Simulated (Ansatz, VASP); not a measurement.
**W: VASP beside Ansatz**

The input POSCAR:

```
W
1.0
    0.0000000000      2.0604500000      1.9995500000
    2.0604500000      0.0000000000      1.9995500000
    2.0604500000      2.0604500000      0.0000000000
W
1
Direct
    0.0000000000      0.0000000000      0.0000000000
```

The input INCAR.step1:

```
SYSTEM = W
ALGO = Normal
EDIFF = 1E-4
ENCUT = 520
GGA = PE
ISMEAR = 0
LASPH = .TRUE.
LCHARG = .FALSE.
LREAL = .FALSE.
LWAVE = .TRUE.
NBANDS = 13
NELM = 60
PREC = Accurate
SIGMA = 0.15
```

The input INCAR.step2:

```
SYSTEM = W
ALGO = Normal
EDIFF = 1E-7
ENCUT = 520
ISIF = 2
ISMEAR = 0
ISTART = 1
LASPH = .TRUE.
LCHARG = .FALSE.
LMIXTAU = .TRUE.
LREAL = .FALSE.
LWAVE = .FALSE.
METAGGA = R2SCAN
NBANDS = 13
NELM = 60
PREC = Accurate
SIGMA = 0.15
```

Contents of KPOINTS:

```
k-points
0
G
  20 20 20
  0 0 0
```

Input for Ansatz:

```yaml
crystal:
  lattice:
    - [0.0, 2.06045, 1.99955]
    - [2.06045, 0.0, 1.99955]
    - [2.06045, 2.06045, 0.0]
  atoms:
    - { symbol: W, position: [0.0, 0.0, 0.0] }
basis:
  ecutwfc: 500
kpoints:
  mp_grid: { grid: [20, 20, 20] }
hamiltonian:
  xc: r2scan
scf:
  occupations: { method: gaussian, width: 0.15 }
output:
  forces: true
  stress: true
  eigenvalues: true
```

Change from the starting cell: strain +0.015 along x and y, -0.015 along z, atoms carried along.

Alike in both runs: task single point; functional r2SCAN; k mesh 20 × 20 × 20; occupations gaussian, width 0.15 eV; no spin polarisation.

|  | VASP | Ansatz |
| --- | --- | --- |
| version | VASP 6.6.1 | Ansatz 0.2.0 |
| potentials or method | VASP PAW PBE potentials, release 64 (W_sv), cutoff 520 eV | scalar-relativistic, plane waves, PAW |
| valence electrons in the cell | 14 | 14 |

VASP gave:

* gap on the k mesh at the Fermi level (eV): none
* pressure (GPa): -11.7
* traceless stress, the component that is largest in VASP (GPa): -8.46

Task: Which values does Ansatz return?

Result: gap on the k mesh at the Fermi level (eV): none; pressure (GPa): -12.6; traceless stress, the component that is largest in VASP (GPa): -8.42.

VASP's potentials were made for PBE, not for r2SCAN. A gap of «none» marks a metal or a gap that the smearing closes. With one functional, cell and mesh, what is left measures potentials, basis and numerics.

Neither program's run includes spin-orbit coupling.
